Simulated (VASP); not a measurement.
The system is RbO4.

```
Rb O
1.0
     4.62572    0.00000    0.00000
     0.00000    4.62572    0.00000
     0.00000    0.00000    6.54176
Rb O
1 4
Cartesian
  0.0000 0.0000 0.0000
  2.3129 0.0000 1.6354
  0.0000 2.3129 4.9063
  2.3129 0.0000 4.9063
  0.0000 2.3129 1.6354
```

Base run:

```yaml
Program: VASP 6.6.1
Functional: PBE
Potentials_or_basis: VASP PAW PBE potentials, release 64 (Rb_sv, O)
Cutoff: 520 eV
k_mesh: 4 × 4 × 4
Occupations: gaussian, width 0.1 eV
Spin: no spin polarisation
```

Its results: pressure -2.8 GPa; largest force 0.158 eV/Å.

Q: The run is repeated on the same cell with these changes: spin from no spin polarisation to collinear spin, ferromagnetic start; further incar settings from ALGO = Normal; EDIFF = 1e-06; NBANDS = 24 to ALGO = Normal; EDIFF = 1e-06; NBANDS = 28. What comes out?

A: Pressure -0.5 GPa; net moment 7.00 μB per cell; site moments Rb +0.03; O +1.39 μB; largest force 0.115 eV/Å.

Caveats: an odd number of electrons without spin polarisation forces a metal (some runs); a magnetic or distorted state may lie lower (some runs).
